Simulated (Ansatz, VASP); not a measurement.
## One calculation of NbAl2C2, two programs

INCAR

```
SYSTEM = NbAl2C2
ALGO = Normal ; EDIFF = 1E-6
ENCUT = 520 ; GGA = PE
ISIF = 2 ; ISMEAR = 0
LASPH = .TRUE. ; LCHARG = .FALSE.
LREAL = .FALSE. ; LWAVE = .FALSE.
NBANDS = 22 ; NELM = 80
PREC = Accurate ; SIGMA = 0.1
```

The input KPOINTS:

```
k-points
0
G
  6 4 4
  0 0 0
```

Contents of POSCAR:

```
NbAl2C2
1.0
    3.6590247500      0.0000000000      0.0000000000
    0.0000000000      3.9129801600      0.0000000000
    0.0000000000      0.0000000000      5.9496322300
Al Nb C
2 1 2
Direct
    0.5000000000      0.0000000000      0.0000000000
    0.0000000000      0.0000000000      0.0000000000
    0.0000000000      0.5000000000      0.0000000000
    0.3205192700      0.5000000000      0.5000000000
    0.6794807300      0.5000000000      0.5000000000
```

Input for Ansatz:

```yaml
crystal:
  lattice:
    - [3.65902475, 0.0, 0.0]
    - [0.0, 3.91298016, 0.0]
    - [0.0, 0.0, 5.94963223]
  atoms:
    - { symbol: Al, position: [0.5, 0.0, 0.0] }
    - { symbol: Al, position: [0.0, 0.0, 0.0] }
    - { symbol: Nb, position: [0.0, 0.5, 0.0] }
    - { symbol: C, position: [0.32051927, 0.5, 0.5] }
    - { symbol: C, position: [0.67948073, 0.5, 0.5] }
basis:
  ecutwfc: 420
kpoints:
  mp_grid: { grid: [6, 4, 4] }
hamiltonian:
  xc: pbe
scf:
  occupations: { method: gaussian, width: 0.1 }
  lower_state_search: "off"
output:
  forces: true
  stress: true
  eigenvalues: true
```

Alike in both runs: task single point; functional PBE; k mesh 6 × 4 × 4; occupations gaussian, width 0.1 eV; no spin polarisation.

|  | VASP | Ansatz |
| --- | --- | --- |
| version | VASP 6.6.1 | Ansatz 0.2.0 |
| potentials or method | VASP PAW PBE potentials, release 64 (Al, Nb_sv, C), cutoff 520 eV | scalar-relativistic, plane waves, PAW |
| valence electrons in the cell | 27 | 27 |

|  | VASP | Ansatz | Ansatz less VASP |
| --- | --- | --- | --- |
| gap on the k mesh at the Fermi level (eV) | none | none | - |
| rms of the force components (eV/Å) | 0.416 | 0.449 | +0.0338 |

Atom by atom the forces differ by 0.034 eV/Å (rms over components). A gap of «none» marks a metal or a gap that the smearing closes.

The k mesh is coarse, so the values compare programs but aren't converged.
